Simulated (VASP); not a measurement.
**Sb: relaxation of cell and atoms with revPBE**

The system is Sb.

```
CELL_PARAMETERS angstrom
0.00000 2.37124 2.37124
2.37124 0.00000 2.37124
2.37124 2.37124 0.00000
ATOMIC_POSITIONS crystal
Sb 0.00000 0.00000 0.00000
```

```yaml
Program: VASP 6.6.1
Task: relaxation of cell and atoms
Functional: revPBE
Potentials_or_basis: VASP PAW PBE potentials, release 64 (Sb)
Cutoff: 600 eV
k_mesh: 10 × 10 × 10
Occupations: fermi-dirac, width 0.05 eV
Spin: no spin polarisation
Dipole_correction: no
Further_INCAR_settings: ALGO = Normal; EDIFF = 1e-07; IBRION = 2; EDIFFG = -0.01; NSW = 60; ISIF = 3
```

| Item | Value |
| --- | --- |
| Relaxed volume | 27.84 Å³/atom |
| Relaxed cell | a = 3.402 Å, b = 3.402 Å, c = 3.402 Å, α = 60.00°, β = 60.00°, γ = 60.00° |
| Space group after relaxing (to 0.05 Å) | Fm-3m (No. 225) |
| Energy gained by relaxing | 9.3 meV/atom |
| Ionic steps | 3 |
| Pressure after relaxing | 0.0 GPa |

The path:
```
step  energy change (eV)  largest force (eV/Å)  pressure (GPa)  volume (Å³)
   1              0.0000                0.0000            2.62        26.67
   2             -0.0075                0.0000           -1.05        28.38
   3             -0.0093                0.0000            0.00        27.84
```

Final structure:
```
Sb
1.0
     0.00000    2.40557    2.40557
     2.40557    0.00000    2.40557
     2.40557    2.40557    0.00000
Sb
1
Direct
  0.00000 0.00000 0.00000
```

Levels at points of the mesh, in eV from the Fermi level:
```
           k point  band 1  band 2  band 3  band 4  band 5  band 6
(0.00, 0.00, 0.00)  -12.65    5.11    5.11    5.11    9.83    9.83
(0.50, 0.00, 0.00)   -9.07   -5.60    3.50    3.50    7.96    9.00
(0.50, 0.50, 0.00)   -7.54   -4.74    0.39    0.39    4.12    4.60
```

Wall time 14 s on 1 thread of Intel(R) Xeon(R) Platinum 8488C (Sapphire Rapids), with other jobs on the host, peak memory 0.15 GiB.

Caveat: the PAW data sets were made with another functional, which shifts forces and pressure a little; spin-orbit coupling is left out, which moves the levels of the heavy elements.
